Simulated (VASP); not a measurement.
Input of a VASP 6.6.1 run:

Contents of INCAR:

```
SYSTEM = BaS
PREC = Accurate
ENCUT = 520
EDIFF = 1E-8
ISMEAR = -1
SIGMA = 0.02
LREAL = .False.
LASPH = .True.
NELM = 100
ALGO = Normal
ISIF = 2
LWAVE = .False.
LCHARG = .False.
GGA = PE
LEFG = .True.
NBANDS = 15
```

File KPOINTS:

```
Automatic mesh
0
Gamma
  8 8 8
  0 0 0
```

File POSCAR:

```
BaS
1.0
   -0.0638750000      3.1618125000      3.1618125000
    3.1618125000     -0.0638750000      3.1618125000
    3.1618125000      3.1618125000     -0.0638750000
Ba S
1 1
Direct
    0.0000000000      0.0000000000      0.0000000000
    0.5000000000      0.5000000000      0.5000000000
```

Potentials or basis: VASP PAW PBE potentials, release 64 (Ba_sv, S).

Launch:

```console
$ cat potpaw_PBE.64/Ba_sv/POTCAR potpaw_PBE.64/S/POTCAR > POTCAR
$ mpirun -np 1 vasp_std > vasp.out
```

Q: Predict the pressure.

A: 1.4 GPa.

Q: Estimate the band gap on the k mesh.

A: 2.06 eV, indirect (least direct gap 2.21 eV).

Electric field gradients, principal values (V/Å²):
```
atom   least  middle  greatest (by size)
1 Ba  -7.129  -7.129              14.258
 2 S   1.337   1.337              -2.674
```

Caveat: the cell differs from its parent crystal (equal xy, yz and zx shear strains of -2 %); without QUAD_EFG the Cq values of the log hold for a quadrupole moment of 1 mb, not for the nuclei; spin-orbit coupling is left out, which moves the levels of the heavy elements. A k mesh can miss the band edges.
